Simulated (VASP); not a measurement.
# Ge3Pt (Pm-3m) in VASP: a series of runs

The runs below take Ge3Pt through single point, relaxation of cell and atoms, with PBE.

Program: VASP 6.6.1. These are calculated values, not measurements. Logs are shortened: lines on timing, memory, paths and dates and some standing lists are left out, and cuts for length are marked.

**1. The cell of the first run**

It takes space group Pm-3m (No. 221, cubic). Conventional cell: a = 4.148 Å, b = 4.148 Å, c = 4.148 Å, α = 90.00°, β = 90.00°, γ = 90.00°. Ge (site symmetry 4/mmm) has 8 Ge at 2.93 Å and 4 Pt at 2.93 Å within 3.9 Å. Within 3.9 Å of Pt (site symmetry m-3m) lie 12 Ge at 2.93 Å.

**2. Single point, PBE**

INCAR reads:

```
  PREC = Accurate
  ENCUT = 520
  EDIFF = 1E-7
  ISMEAR = 0
  SIGMA = 0.1
  LREAL = F
  LASPH = T
  NELM = 60
  ALGO = Normal
  ISIF = 2
  LWAVE = F
  LCHARG = F
  GGA = PE
  NBANDS = 34
```

KPOINTS reads:

```
Automatic mesh
0
Gamma
  4 4 4
```

POSCAR reads:

```
Ge3Pt
1.0
    4.1475422656      0.0000000000      0.0000000000
    0.0000000000      4.1475422656      0.0000000000
    0.0000000000      0.0000000000      4.1475422656
Ge Pt
3 1
Direct
    0.5000000000      0.5000000000      0.0000000000
    0.5000000000      0.0000000000      0.5000000000
    0.0000000000      0.5000000000      0.5000000000
    0.0000000000      0.0000000000      0.0000000000
```

Potentials or basis: VASP PAW PBE potentials, release 64 (Ge_d, Pt).

Started as:

```
> cat potpaw_PBE.64/Ge_d/POTCAR potpaw_PBE.64/Pt/POTCAR > POTCAR
> mpirun -np 1 vasp_std > vasp.out
```

OUTCAR:

```text
PREC = Accurate
   ENCUT = 520
   EDIFF = 1E-7
   ISMEAR = 0
   LREAL = F
   LASPH = T
   NELM = 60
   ISIF = 2
   GGA = PE

 ion  position               nearest neighbor table
   1  0.500  0.500  0.000-   4 2.93   4 2.93   4 2.93   4 2.93
   2  0.500  0.000  0.500-   4 2.93   4 2.93   4 2.93   4 2.93
   3  0.000  0.500  0.500-   4 2.93   4 2.93   4 2.93   4 2.93
   4  0.000  0.000  0.000-   1 2.93   2 2.93   3 2.93   2 2.93   3 2.93   1 2.93   3 2.93   3 2.93
                             1 2.93   2 2.93   2 2.93   1 2.93

  LATTYP: Found a simple cubic cell.
 ALAT       =     4.1475422656

  Lattice vectors:

 A1 = (   4.1475422656,   0.0000000000,   0.0000000000)
 A2 = (   0.0000000000,   4.1475422656,   0.0000000000)
 A3 = (   0.0000000000,   0.0000000000,   4.1475422656)

Analysis of symmetry for initial positions (statically):
=====================================================================
 Subroutine PRICEL returns:
 Original cell was already a primitive cell.

 Routine SETGRP: Setting up the symmetry group for a
 simple cubic supercell.

 Subroutine GETGRP returns: Found 48 space group operations
 (whereof 48 operations were pure point group operations)
 out of a pool of 48 trial point group operations.

The static configuration has the point symmetry O_h .

Analysis of symmetry for dynamics (positions and initial velocities):
=====================================================================
 Subroutine PRICEL returns:
 Original cell was already a primitive cell.

 Routine SETGRP: Setting up the symmetry group for a
 simple cubic supercell.

 Subroutine GETGRP returns: Found 48 space group operations
 (whereof 48 operations were pure point group operations)
 out of a pool of 48 trial point group operations.

The dynamic configuration has the point symmetry O_h .

 Subroutine INISYM returns: Found 48 space group operations
 (whereof 48 operations are pure point group operations),
 and found     1 'primitive' translations

----------------------------------------------------------------------------------------

                                     Primitive cell

  volume of cell :      71.3465

  direct lattice vectors                    reciprocal lattice vectors
[... 73 lines left out ...]
   LASPH  =      T    aspherical Exc in radial PAW
   ENCUT  =  520.0 eV  38.22 Ry    6.18 a.u.   7.71  7.71  7.71*2*pi/ulx,y,z
   NELM   =     60;   NELMIN=  2; NELMDL= -5     # of ELM steps
   EDIFF  = 0.1E-06   stopping-criterion for ELM
   LREAL  =      F    real-space projection
   EDIFFG = 0.1E-05   stopping-criterion for IOM
   NSW    =      0    number of steps for IOM
   IBRION =     -1    ionic relax: 0-MD 1-quasi-New 2-CG
   NFREE  =      0    steps in history (QN), initial steepest desc. (CG)
   ISIF   =      2    stress and relaxation
   ISYM   =      2    0-nonsym 1-usesym 2-fastsym
   POTIM  = 0.5000    time-step for ionic-motion
   TEBEG  =    0.0;   TEEND  =   0.0 temperature during run
   PSTRESS=    0.0 pullay stress
   NELECT =      52.0000    total number of electrons
   NUPDOWN=      -1.0000    fix difference up-down
   EMIN   =  10.00;   EMAX   =-10.00  energy-range for DOS
   EFERMI =   0.00;   METHOD = LEGACY
   ISMEAR =     0;   SIGMA  =   0.10  broadening in eV -4-tet -1-fermi 0-gaus
   EFERMI_NEDOS =   21; number of points for ismear=-14 and -15
   IALGO  =     38    algorithm
   IMIX   =      4    mixing-type and parameters
     AMIX     =   0.40;   BMIX     =  1.00
     AMIX_MAG =   1.60;   BMIX_MAG =  1.00
  volume/ion in A,a.u.               =      17.84       120.37
  Fermi-wavevector in a.u.,A,eV,Ry     =   1.473279  2.784094 29.532157  2.170552
  Thomas-Fermi vector in A             =   2.588192
   LORBIT       =      0    0 simple, 1 ext, 2 COOP (PROOUT), +10 PAW based schemes
   GGA     = PE    functional components
   LHFCALC =     F    Hartree Fock is set to
   AEXX    =    0.0000 exact exchange contribution
   IVDW    =     0    specifies the selected vdW correction
   LEPSILON=     F    determine dielectric tensor
   LRPA    =     F    only Hartree local field effects (RPA)
 non-spin polarized calculation
 Gauss-broadening in eV      SIGMA  =   0.10
  energy-cutoff  :      520.00
  volume of cell :       71.35
 maximum number of plane-waves:      1936
 NGX is ok and might be reduce to    32
   NGX = 15   NGY = 15   NGZ = 15

 number of electron      52.0000057 magnetization

 Free energy of the ion-electron system (eV)
  ---------------------------------------------------
  ext. energy  EPLUGINS =         0.00000000
  ---------------------------------------------------
  free energy    TOTEN  =       -19.06055249 eV

  energy without entropy =      -19.04163432  energy(sigma->0) =      -19.05109341

 E-fermi :   7.9199     XC(G=0): -11.7965

 val. band max:        7.7892079897   @ k =   0.5000   0.5000   0.0000
 cond. band min:       7.9381293561   @ k =   0.5000   0.2500   0.0000
 fundamental gap:      0.1489213664
 Fermi energy:         7.9198755269

 k-point     1 :       0.0000    0.0000    0.0000
  band No.  band energies     occupation
      1     -17.0600      2.00000
      2     -17.0600      2.00000
      3     -17.0600      2.00000
      4     -17.0450      2.00000
      5     -17.0057      2.00000
      6     -17.0057      2.00000
[... 359 lines left out ...]
     33      15.1326      0.00000
     34      20.7533      0.00000

------------------------ aborting loop because EDIFF is reached ----------------------------------------

  FORCE on cell =-STRESS in cart. coord.  units (eV):
  Direction    XX          YY          ZZ          XY          YZ          ZX
  --------------------------------------------------------------------------------------
  -------------------------------------------------------------------------------------
  Total       -0.0028323     -0.0028323     -0.0028323      0.0000000     -0.0000000      0.0000000
  in kB       -0.0636034     -0.0636034     -0.0636034      0.0000000     -0.0000000      0.0000000
  external PRESSURE =      -0.0636034 kB  Pullay stress =       0.0000000 kB

 VOLUME and BASIS-vectors are now :
 -----------------------------------------------------------------------------
  energy-cutoff  :      520.00
  volume of cell :       71.35
      direct lattice vectors                 reciprocal lattice vectors
     4.147542266  0.000000000  0.000000000     0.241106645  0.000000000  0.000000000
     0.000000000  4.147542266  0.000000000     0.000000000  0.241106645  0.000000000
     0.000000000  0.000000000  4.147542266     0.000000000  0.000000000  0.241106645

 POSITION                                       TOTAL-FORCE (eV/Angst)
 -----------------------------------------------------------------------------------
      2.07377      2.07377      0.00000         0.000000      0.000000      0.000000
      2.07377      0.00000      2.07377         0.000000      0.000000      0.000000
      0.00000      2.07377      2.07377         0.000000      0.000000      0.000000
      0.00000      0.00000      0.00000         0.000000      0.000000      0.000000
 -----------------------------------------------------------------------------------
    total drift:                                0.000000     -0.000000     -0.000000

  FREE ENERGIE OF THE ION-ELECTRON SYSTEM (eV)
  ---------------------------------------------------
  free  energy   TOTEN  =       -19.0605524916 eV

  energy  without entropy=      -19.0416343207  energy(sigma->0) =      -19.05109341
```

stdout:

```text
POSCAR found type information on POSCAR GePt
 POSCAR found :  2 types and       4 ions
 scaLAPACK will be used
 LDA part: xc-table for (Slater+PW92), standard interpolation
 POSCAR, INCAR and KPOINTS ok, starting setup
 FFT: planning ... GRIDC
 FFT: planning ... GRID_SOFT
 FFT: planning ... GRID
 WAVECAR not read
 entering main loop
```

Run time: 14 s. Hardware: 1 thread of Intel Xeon Platinum 8488C (Sapphire Rapids), shared host; peak memory 0.17 GiB.

What came out:

| Item | Value |
| --- | --- |
| Free energy | -19.0606 eV |
| Pressure | 0.0 GPa |
| Band gap on the k mesh | zero (band 26 reaches 7.99 eV, above the bottom of band 27 at 6.38 eV) |

Caveat: the k points lie up to 0.38 Å⁻¹ apart; spin-orbit coupling is left out, which moves the levels of the heavy elements.

**3. Single point, PBE**

This run uses another cell than the first one, of 24.65 Å³/atom, 1.382 times its volume.

INCAR reads:

```
PREC = Accurate ; ENCUT = 520
EDIFF = 1E-7 ; ISMEAR = 0
SIGMA = 0.1 ; LREAL = False
LASPH = True ; NELM = 60
ALGO = Normal ; ISIF = 2
LWAVE = False ; LCHARG = True
GGA = PE ; LELF = True
LVHAR = True ; NBANDS = 34
```

KPOINTS is that of step 2.

POSCAR reads:

```
Ge3Pt
1.0
    4.6199183100      0.0000000000      0.0000000000
    0.0000000000      4.6199183100      0.0000000000
    0.0000000000      0.0000000000      4.6199183100
Ge Pt
3 1
Direct
    0.5000000000      0.5000000000      0.0000000000
    0.5000000000      0.0000000000      0.5000000000
    0.0000000000      0.5000000000      0.5000000000
    0.0000000000      0.0000000000      0.0000000000
```

Potentials or basis: VASP PAW PBE potentials, release 64 (Ge_d, Pt).

Started as:

```
> cat potpaw_PBE.64/Ge_d/POTCAR potpaw_PBE.64/Pt/POTCAR > POTCAR
> mpirun -np 1 vasp_std > vasp.out
```

OUTCAR:

```text
PREC = Accurate
   ENCUT = 520
   EDIFF = 1E-7
   ISMEAR = 0
   LREAL = False
   LASPH = True
   NELM = 60
   ISIF = 2
   GGA = PE

 ion  position               nearest neighbor table
   1  0.500  0.500  0.000-
   2  0.500  0.000  0.500-
   3  0.000  0.500  0.500-
   4  0.000  0.000  0.000-

  LATTYP: Found a simple cubic cell.
 ALAT       =     4.6199183100

  Lattice vectors:

 A1 = (   4.6199183100,   0.0000000000,   0.0000000000)
 A2 = (   0.0000000000,   4.6199183100,   0.0000000000)
 A3 = (   0.0000000000,   0.0000000000,   4.6199183100)

Analysis of symmetry for initial positions (statically):
=====================================================================
 Subroutine PRICEL returns:
 Original cell was already a primitive cell.

 Routine SETGRP: Setting up the symmetry group for a
 simple cubic supercell.

 Subroutine GETGRP returns: Found 48 space group operations
[... 150 lines left out ...]
  ---------------------------------------------------
  free energy    TOTEN  =       -17.38998872 eV

  energy without entropy =      -17.37702547  energy(sigma->0) =      -17.38350709

 E-fermi :   4.3787     XC(G=0): -10.1788

 val. band max:        4.2414986500   @ k =   0.2500   0.2500   0.0000
 cond. band min:       4.3803419440   @ k =   0.5000   0.0000   0.0000
 fundamental gap:      0.1388432939
 Fermi energy:         4.3786668713

 k-point     1 :       0.0000    0.0000    0.0000
  band No.  band energies     occupation
      1     -20.4995      2.00000
      2     -20.4995      2.00000
      3     -20.4995      2.00000
      4     -20.4955      2.00000
      5     -20.4683      2.00000
      6     -20.4683      2.00000
[... 359 lines left out ...]
     33       9.6447      0.00000
     34      14.7908      0.00000

------------------------ aborting loop because EDIFF is reached ----------------------------------------

  FORCE on cell =-STRESS in cart. coord.  units (eV):
  Direction    XX          YY          ZZ          XY          YZ          ZX
  --------------------------------------------------------------------------------------
  -------------------------------------------------------------------------------------
  Total       -8.8024089     -8.8024089     -8.8024089      0.0000000     -0.0000000      0.0000000
  in kB     -143.0241031   -143.0241031   -143.0241031      0.0000000     -0.0000000      0.0000000
  external PRESSURE =    -143.0241031 kB  Pullay stress =       0.0000000 kB

 VOLUME and BASIS-vectors are now :
 -----------------------------------------------------------------------------
  energy-cutoff  :      520.00
  volume of cell :       98.61
      direct lattice vectors                 reciprocal lattice vectors
     4.619918310  0.000000000  0.000000000     0.216454044  0.000000000  0.000000000
     0.000000000  4.619918310  0.000000000     0.000000000  0.216454044  0.000000000
     0.000000000  0.000000000  4.619918310     0.000000000  0.000000000  0.216454044

 POSITION                                       TOTAL-FORCE (eV/Angst)
 -----------------------------------------------------------------------------------
      2.30996      2.30996      0.00000         0.000000      0.000000      0.000000
      2.30996      0.00000      2.30996         0.000000      0.000000      0.000000
      0.00000      2.30996      2.30996         0.000000      0.000000      0.000000
      0.00000      0.00000      0.00000         0.000000      0.000000      0.000000
 -----------------------------------------------------------------------------------
    total drift:                                0.000000      0.000000      0.000000

  FREE ENERGIE OF THE ION-ELECTRON SYSTEM (eV)
  ---------------------------------------------------
  free  energy   TOTEN  =       -17.3899887200 eV

  energy  without entropy=      -17.3770254693  energy(sigma->0) =      -17.38350709
```

stdout:

```text
POSCAR found type information on POSCAR GePt
 POSCAR found :  2 types and       4 ions
 scaLAPACK will be used
 LDA part: xc-table for (Slater+PW92), standard interpolation
 POSCAR, INCAR and KPOINTS ok, starting setup
 FFT: planning ... GRIDC
 FFT: planning ... GRID_SOFT
 FFT: planning ... GRID
 WAVECAR not read
 entering main loop
```

Run time: 22 s. Hardware: 1 thread of Intel Xeon Platinum 8488C (Sapphire Rapids), shared host; peak memory 0.2 GiB.

What came out:

```yaml
Free_energy: -17.3900 eV
Pressure: -14.3 GPa
Band_gap_on_the_k_mesh: zero (band 26 reaches 4.64 eV, above the bottom of band 27 at 3.05 eV)
```

Caveat: spin-orbit coupling is left out, which moves the levels of the heavy elements.

[end of part 1 of 2]
